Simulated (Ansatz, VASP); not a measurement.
Ag in VASP and in Ansatz

```xyz
2
Lattice="0.0000 3.0874 3.0874 3.0874 0.0000 3.0874 3.0874 3.0874 0.0000" Properties=species:S:1:pos:R:3 pbc="T T T"
Ag    0.7719    0.7719    0.7719
Ag    5.4030    5.4030    5.4030
```

Alike in both runs: task single point; functional r2SCAN; k mesh 10 × 10 × 10; occupations fermi-dirac, width 0.1 eV; no spin polarisation.

|  | VASP | Ansatz |
| --- | --- | --- |
| version | VASP 6.6.1 | Ansatz 0.2.0 |
| potentials or method | VASP PAW PBE potentials, release 64 (Ag), cutoff 520 eV | plane waves (500 eV) with PAW, scalar-relativistic |
| valence electrons in the cell | 22 | 38 |

|  | VASP | Ansatz | Ansatz less VASP |
| --- | --- | --- | --- |
| pressure (GPa) | -1.3 | -1.4 | -0.03 |

VASP's potentials were made for PBE, not for r2SCAN. With one functional, cell and mesh, what is left measures potentials, basis and numerics. VASP's potentials hold 22 valence electrons a cell and Ansatz's 38, so a difference there can come from the potentials and not from the codes.
